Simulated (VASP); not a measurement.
Set up this calculation in VASP 6.6.1, as the native input.

| Item | Value |
| --- | --- |
| Task | single point |
| Functional | PBEsol |
| Potentials or basis | VASP PAW PBE potentials, release 64 (Zn, O) |
| Cutoff | 520 eV |
| k mesh | 9 × 9 × 6 |
| Occupations | gaussian, width 0.05 eV |
| Spin | no spin polarisation |
| Dipole correction | no |
| Further INCAR settings | ALGO = Normal; EDIFF = 1e-06; NBANDS = 26 |

The structure of ZnO lies in POSCAR:

```
ZnO
1.0
    3.3219642457      0.0000000000      0.0000000000
   -1.6609821228      2.8769054272      0.0000000000
    0.0000000000      0.0000000000      4.9334491013
Zn O
2 2
Direct
    0.3333333333      0.6666666667      0.0015754469
    0.6666666667      0.3333333333      0.5015754469
    0.3333333333      0.6666666667      0.3503636909
    0.6666666667      0.3333333333      0.8503636909
```

This cell differs from its parent crystal: atoms shifted along a free coordinate, c/a of the conventional cell at fixed volume 1.4851.

These files were run (other wordings do the same):

INCAR

```
SYSTEM = ZnO
PREC = Accurate ; ENCUT = 520
EDIFF = 1E-6 ; ISMEAR = 0
SIGMA = 0.05 ; LREAL = .False.
LASPH = .True. ; NELM = 80
ALGO = Normal ; ISIF = 2
LWAVE = .False. ; LCHARG = .False.
GGA = PS ; NBANDS = 26
```

KPOINTS

```
regular mesh
0
Gamma
  9 9 6
  0 0 0
```

Potentials or basis: VASP PAW PBE potentials, release 64 (Zn, O).

Command:

```bash
$ cat potpaw_PBE.64/Zn/POTCAR potpaw_PBE.64/O/POTCAR > POTCAR
$ mpirun -np 1 vasp_std > vasp.out
```

Results of the run:

```json
{
  "Pressure": "10.7 GPa",
  "Largest force": "3.903 eV/Å",
  "Band gap on the k mesh": "0.74 eV"
}
```

Caveat: the cell stands under pressure; the PAW data sets were made with another functional, which shifts forces and pressure a little.

Run time: 110 s on 1 thread of AMD EPYC 7R13, with other jobs on the host, peak memory 0.17 GiB.
